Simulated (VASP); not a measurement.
# LiLu (Imma) in VASP: single point with LDA

Aim: the single point of LiLu with LDA.

Everything below comes from runs of VASP 6.6.1. Logs are shortened: lines on timing, memory, paths and dates and some standing lists are left out, and cuts for length are marked.

**1. The cell of the first run**

The structure is orthorhombic, space group Imma (No. 74). The conventional cell has a = 6.166 Å, b = 9.501 Å, c = 6.137 Å, α = 90.00°, β = 90.00°, γ = 90.00°. Lu (site symmetry 2/m) has 8 Li at 3.07 to 3.22 Å and 4 Lu at 3.22 Å within 4.0 Å. Within 4.0 Å of Lu (site symmetry 2/m) lie 6 Li at 3.07 to 3.22 Å and 6 Lu at 3.08 to 3.22 Å. Within 4.0 Å of Li (site symmetry 2/m) lie 8 Lu at 3.07 to 3.22 Å and 4 Li at 3.22 Å. Li (site symmetry 2/m) has 6 Lu at 3.07 to 3.22 Å and 6 Li at 3.08 to 3.22 Å within 4.0 Å.

**2. Single point, LDA**

Contents of INCAR:

```
ALGO = Normal
EDIFF = 1E-6
ENCUT = 750
GGA = CA
GGA_COMPAT = F
ISIF = 2
ISMEAR = 1
LASPH = T
LCHARG = F
LREAL = F
LWAVE = F
NBANDS = 66
NELM = 120
PREC = Accurate
SIGMA = 0.1
```

Contents of KPOINTS:

```
k-points
0
Gamma
  4 4 4
```

Contents of POSCAR:

```
LiLu
1.0
   -0.0103697873      4.3499167123      4.7506787385
    4.3499167123     -0.0103697873      4.7506787385
    4.3395469250      4.3395469250      0.0000000000
Lu Li
4 4
Direct
    0.0000000000      0.0000000000      0.0000000000
    0.0000000000      0.5000000000      0.0000000000
    0.5000000000      0.0000000000      0.0000000000
    0.5000000000      0.5000000000      0.5000000000
    0.0000000000      0.0000000000      0.5000000000
    0.0000000000      0.5000000000      0.5000000000
    0.5000000000      0.0000000000      0.5000000000
    0.5000000000      0.5000000000      0.0000000000
```

Potentials or basis: VASP PAW PBE potentials, release 64 (Lu, Li_sv).

The run is started by

```
$ cat potpaw_PBE.64/Lu/POTCAR potpaw_PBE.64/Li_sv/POTCAR > POTCAR
$ mpirun -np 1 vasp_std > vasp.out
```

OUTCAR:

```text
EDIFF = 1E-6
   ENCUT = 750
   GGA = CA
   ISIF = 2
   ISMEAR = 1
   LASPH = T
   LREAL = F
   NELM = 120
   PREC = Accurate

 ion  position               nearest neighbor table
   1  0.000  0.000  0.000-   5 3.07   5 3.07   8 3.08   8 3.08   2 3.22   2 3.22   3 3.22   3 3.22

   2  0.000  0.500  0.000-   6 3.07   6 3.07   3 3.08   3 3.08   1 3.22   4 3.22   1 3.22   4 3.22

   3  0.500  0.000  0.000-   7 3.07   7 3.07   2 3.08   2 3.08   4 3.22   4 3.22   1 3.22   1 3.22

   4  0.500  0.500  0.500-   8 3.07   8 3.07   5 3.08   5 3.08   3 3.22   3 3.22   2 3.22   2 3.22

   5  0.000  0.000  0.500-   1 3.07   1 3.07   4 3.08   4 3.08
   6  0.000  0.500  0.500-   2 3.07   2 3.07
   7  0.500  0.000  0.500-   3 3.07   3 3.07
   8  0.500  0.500  0.000-   4 3.07   4 3.07   1 3.08   1 3.08

  LATTYP: Found a body centered orthorhombic cell.
 ALAT       =     6.1370461159
 B/A-ratio  =     1.0047792028
 C/A-ratio  =     1.5481971779

  Lattice vectors:

 A1 = (  -4.3499167123,   0.0103697873,   4.7506787385)
 A2 = (   4.3499167123,  -0.0103697873,   4.7506787385)
 A3 = (  -0.0103697873,   4.3499167123,  -4.7506787385)

Analysis of symmetry for initial positions (statically):
=====================================================================
 Subroutine PRICEL returns:
 Original cell was already a primitive cell.

 Routine SETGRP: Setting up the symmetry group for a
 body centered orthorhombic supercell.

 Subroutine GETGRP returns: Found  8 space group operations
 (whereof  4 operations were pure point group operations)
 out of a pool of  8 trial point group operations.

The static configuration has the point symmetry C_2h.
 The point group associated with its full space group is D_2h.

Analysis of symmetry for dynamics (positions and initial velocities):
=====================================================================
 Subroutine PRICEL returns:
 Original cell was already a primitive cell.

 Routine SETGRP: Setting up the symmetry group for a
 body centered orthorhombic supercell.

 Subroutine GETGRP returns: Found  8 space group operations
 (whereof  4 operations were pure point group operations)
 out of a pool of  8 trial point group operations.

The dynamic configuration has the point symmetry C_2h.
 The point group associated with its full space group is D_2h.

 Subroutine INISYM returns: Found  8 space group operations
 (whereof  4 operations are pure point group operations),
 and found     1 'primitive' translations

----------------------------------------------------------------------------------------

                                     Primitive cell

  volume of cell :     179.7815

  direct lattice vectors                    reciprocal lattice vectors
    -0.010369787  4.349916712  4.750678739    -0.114671364  0.114671364  0.105248119
     4.349916712 -0.010369787  4.750678739     0.114671364 -0.114671364  0.105248119
     4.339546925  4.339546925  0.000000000     0.115219402  0.115219402 -0.105248119

  length of vectors
     6.441337704  6.441337704  6.137046116     0.193329278  0.193329278  0.193979864

  position of ions in fractional coordinates (direct lattice)
     0.000000000  0.000000000  0.000000000
     1.000000000  0.500000000  0.000000000
     0.500000000  1.000000000  0.000000000
     0.500000000  0.500000000  0.500000000
     0.000000000  0.000000000  0.500000000
     1.000000000  0.500000000  0.500000000
     0.500000000  1.000000000  0.500000000
     0.500000000  0.500000000  0.000000000

  ion indices of the primitive-cell ions
   primitive index   ion index
                 1           1
                 2           2
                 3           3
                 4           4
                 5           5
                 6           6
                 7           7
                 8           8

----------------------------------------------------------------------------------------

 KPOINTS: k-points

Automatic generation of k-mesh.
 Grid dimensions read from file:
 generate k-points for:    4    4    4

 Generating k-lattice:

  Cartesian coordinates                     Fractional coordinates (reciprocal lattice)
    -0.028667841  0.028667841  0.026312030     0.250000000 -0.000000000  0.000000000
     0.028667841 -0.028667841  0.026312030    -0.000000000  0.250000000  0.000000000
     0.028804850  0.028804850 -0.026312030     0.000000000  0.000000000  0.250000000

  Length of vectors
     0.048332320  0.048332320  0.048494966

  Shift w.r.t. Gamma in fractional coordinates (k-lattice)
     0.000000000  0.000000000  0.000000000

 Subroutine IBZKPT returns following result:
 ===========================================

 Found     18 irreducible k-points:

 Following reciprocal coordinates:
            Coordinates               Weight
  0.000000  0.000000  0.000000      1.000000
  0.250000  0.000000  0.000000      4.000000
  0.500000  0.000000  0.000000      2.000000
  0.250000  0.250000  0.000000      2.000000
  0.500000  0.250000  0.000000      4.000000
 -0.250000  0.250000  0.000000      2.000000
[... 10 lines left out ...]
  0.250000  0.250000  0.500000      2.000000
 -0.250000  0.250000  0.500000      2.000000
   k-points           NKPTS =     18   k-points in BZ     NKDIM =     18   number of bands    NBANDS=     66
   number of dos      NEDOS =    301   number of ions     NIONS =      8
   total plane-waves  NPLWV = 201600
   dimension x,y,z NGX =    60 NGY =   60 NGZ =   56
   dimension x,y,z NGXF=   120 NGYF=  120 NGZF=  112
   ions per type =               4   4
   NGX,Y,Z   is equivalent  to a cutoff of  15.49, 15.49, 15.17 a.u.
   NGXF,Y,Z  is equivalent  to a cutoff of  30.97, 30.97, 30.34 a.u.
 SYSTEM =  unknown system
   PREC   = accura    normal or accurate (medium, high low for compatibility)
   ISTART =      0    job   : 0-new  1-cont  2-samecut
   ICHARG =      2    charge: 1-file 2-atom 10-const
   ISPIN  =      1    spin polarized calculation?
   LNONCOLLINEAR =      F non collinear calculations
   LSORBIT =      F    spin-orbit coupling
   LASPH  =      T    aspherical Exc in radial PAW
   ENCUT  =  750.0 eV  55.12 Ry    7.42 a.u.  14.38 14.38 13.70*2*pi/ulx,y,z
   NELM   =    120;   NELMIN=  2; NELMDL= -5     # of ELM steps
   EDIFF  = 0.1E-05   stopping-criterion for ELM
   LREAL  =      F    real-space projection
   EDIFFG = 0.1E-04   stopping-criterion for IOM
   NSW    =      0    number of steps for IOM
   IBRION =     -1    ionic relax: 0-MD 1-quasi-New 2-CG
   NFREE  =      0    steps in history (QN), initial steepest desc. (CG)
   ISIF   =      2    stress and relaxation
   ISYM   =      2    0-nonsym 1-usesym 2-fastsym
   POTIM  = 0.5000    time-step for ionic-motion
   TEBEG  =    0.0;   TEEND  =   0.0 temperature during run
   PSTRESS=    0.0 pullay stress
   NELECT =     112.0000    total number of electrons
   NUPDOWN=      -1.0000    fix difference up-down
   EMIN   =  10.00;   EMAX   =-10.00  energy-range for DOS
   EFERMI =   0.00;   METHOD = LEGACY
   ISMEAR =     1;   SIGMA  =   0.10  broadening in eV -4-tet -1-fermi 0-gaus
   EFERMI_NEDOS =   21; number of points for ismear=-14 and -15
   IALGO  =     38    algorithm
   IMIX   =      4    mixing-type and parameters
     AMIX     =   0.40;   BMIX     =  1.00
     AMIX_MAG =   1.60;   BMIX_MAG =  1.00
  volume/ion in A,a.u.               =      22.47       151.65
  Fermi-wavevector in a.u.,A,eV,Ry     =   1.398189  2.642194 26.598463  1.954932
  Thomas-Fermi vector in A             =   2.521371
   LORBIT       =      0    0 simple, 1 ext, 2 COOP (PROOUT), +10 PAW based schemes
   GGA     = CA    functional components
   LHFCALC =     F    Hartree Fock is set to
   AEXX    =    0.0000 exact exchange contribution
   IVDW    =     0    specifies the selected vdW correction
   LEPSILON=     F    determine dielectric tensor
   LRPA    =     F    only Hartree local field effects (RPA)
 non-spin polarized calculation
 Methfessel and Paxton  Order N= 1 SIGMA  =   0.10
  energy-cutoff  :      750.00
  volume of cell :      179.78
 maximum number of plane-waves:      8441
 NGX is ok and might be reduce to    60
   NGX = 29   NGY = 29   NGZ = 27

 number of electron     112.0000015 magnetization

 Free energy of the ion-electron system (eV)
  ---------------------------------------------------
  ext. energy  EPLUGINS =         0.00000000
  ---------------------------------------------------
  free energy    TOTEN  =       -26.96545975 eV

  energy without entropy =      -26.96501003  energy(sigma->0) =      -26.96530984

 E-fermi :   1.6484     XC(G=0):  -9.8258

 val. band max:        1.6447980358   @ k =   0.0000   0.0000   0.5000
 cond. band min:       1.6604716990   @ k =   0.5000   0.0000   0.0000
 fundamental gap:      0.0156736632
 Fermi energy:         1.6483502857

 k-point     1 :       0.0000    0.0000    0.0000
  band No.  band energies     occupation
      1     -54.6103      2.00000
      2     -54.6080      2.00000
      3     -54.2009      2.00000
      4     -54.1576      2.00000
      5     -43.2034      2.00000
      6     -43.1969      2.00000
[... 58 lines left out ...]
     65       3.9414      0.00000
     66       4.2787      0.00000

 k-point     2 :       0.2500    0.0000    0.0000
  band No.  band energies     occupation
      1     -54.6098      2.00000
      2     -54.6082      2.00000
      3     -54.1948      2.00000
      4     -54.1641      2.00000
      5     -43.2024      2.00000
      6     -43.1979      2.00000
[... 58 lines left out ...]
     65       3.9093      0.00000
     66       4.3214      0.00000

 k-point     3 :       0.5000    0.0000    0.0000
  band No.  band energies     occupation
      1     -54.6088      2.00000
      2     -54.6088      2.00000
      3     -54.1797      2.00000
      4     -54.1797      2.00000
      5     -43.2002      2.00000
      6     -43.2002      2.00000
[... 1024 lines left out ...]
     65       4.7811      0.00000
     66       4.8628      0.00000

 k-point    18 :      -0.2500    0.2500    0.5000
  band No.  band energies     occupation
      1     -54.6088      2.00000
      2     -54.6088      2.00000
      3     -54.1797      2.00000
      4     -54.1797      2.00000
      5     -43.2002      2.00000
      6     -43.2002      2.00000
[... 58 lines left out ...]
     65       4.5979      0.00000
     66       4.6003      0.00000

------------------------ aborting loop because EDIFF is reached ----------------------------------------

  FORCE on cell =-STRESS in cart. coord.  units (eV):
  Direction    XX          YY          ZZ          XY          YZ          ZX
  --------------------------------------------------------------------------------------
  -------------------------------------------------------------------------------------
  Total        0.0908275      0.0908275      0.1864864     -0.1454272      0.0000000      0.0000000
  in kB        0.8094364      0.8094364      1.6619294     -1.2960182      0.0000000      0.0000000
  external PRESSURE =       1.0936007 kB  Pullay stress =       0.0000000 kB

 VOLUME and BASIS-vectors are now :
 -----------------------------------------------------------------------------
  energy-cutoff  :      750.00
  volume of cell :      179.78
      direct lattice vectors                 reciprocal lattice vectors
    -0.010369787  4.349916712  4.750678739    -0.114671364  0.114671364  0.105248119
     4.349916712 -0.010369787  4.750678739     0.114671364 -0.114671364  0.105248119
     4.339546925  4.339546925  0.000000000     0.115219402  0.115219402 -0.105248119

 POSITION                                       TOTAL-FORCE (eV/Angst)
 -----------------------------------------------------------------------------------
      0.00000      0.00000      0.00000        -0.000000     -0.000000     -0.000000
      2.17496     -0.00518      2.37534         0.000000      0.000000     -0.000000
     -0.00518      2.17496      2.37534        -0.000000     -0.000000     -0.000000
      4.33955      4.33955      4.75068         0.000000     -0.000000      0.000000
      2.16977      2.16977      0.00000         0.000000     -0.000000     -0.000000
      4.34473      2.16459      2.37534         0.000000     -0.000000     -0.000000
      2.16459      4.34473      2.37534        -0.000000     -0.000000     -0.000000
      2.16977      2.16977      4.75068         0.000000     -0.000000      0.000000
 -----------------------------------------------------------------------------------
    total drift:                               -0.000000     -0.000000      0.000000

  FREE ENERGIE OF THE ION-ELECTRON SYSTEM (eV)
  ---------------------------------------------------
  free  energy   TOTEN  =       -26.9654597519 eV

  energy  without entropy=      -26.9650100269  energy(sigma->0) =      -26.96530984
```

Run time: 7.1 min. Hardware: 1 thread of Intel Xeon Platinum 8488C (Sapphire Rapids), shared host; peak memory 0.52 GiB.

Results:

```
Free energy            : -26.9655 eV
Pressure               : 0.1 GPa
Band gap on the k mesh : zero (bands 56 and 57 overlap by 0.08 eV)
```

Caveat: the PAW data sets were made with another functional, which shifts forces and pressure a little; spin-orbit coupling is left out, which moves the levels of the heavy elements.
